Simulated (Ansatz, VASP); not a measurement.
**Sb: VASP beside Ansatz**

```
CELL_PARAMETERS angstrom
0.00000 0.00000 6.21855
4.39658 -4.39869 0.00000
4.39658 4.39869 0.00000
ATOMIC_POSITIONS crystal
Sb 0.00000 0.00000 0.00000
Sb 0.50000 0.00000 0.00000
Sb 0.00000 0.00000 0.50000
Sb 0.50000 0.00000 0.50000
Sb 0.00000 0.50000 0.00000
Sb 0.50000 0.50000 0.00000
Sb 0.00000 0.50000 0.50000
Sb 0.50000 0.50000 0.50000
```

Alike in both runs: task single point; functional PBE; k mesh 4 × 4 × 4; occupations gaussian, width 0.2 eV; no spin polarisation.

|  | VASP | Ansatz |
| --- | --- | --- |
| version | VASP 6.6.1 | Ansatz 0.2.0 |
| potentials or method | VASP PAW PBE potentials, release 64 (Sb), cutoff 520 eV | scalar-relativistic, plane waves, PAW |
| valence electrons in the cell | 40 | 120 |

VASP gave:

| Property | Result |
| --- | --- |
| gap on the k mesh at the Fermi level (eV) | none |
| pressure (GPa) | 0.2 |

Task: What did Ansatz give for the same quantities?

Result: gap on the k mesh at the Fermi level (eV): none; pressure (GPa): 0.3.

A gap of «none» marks a metal or a gap that the smearing closes. VASP's potentials hold 40 valence electrons a cell and Ansatz's 120, so a difference there can come from the potentials and not from the codes.

Neither program's run includes spin-orbit coupling.
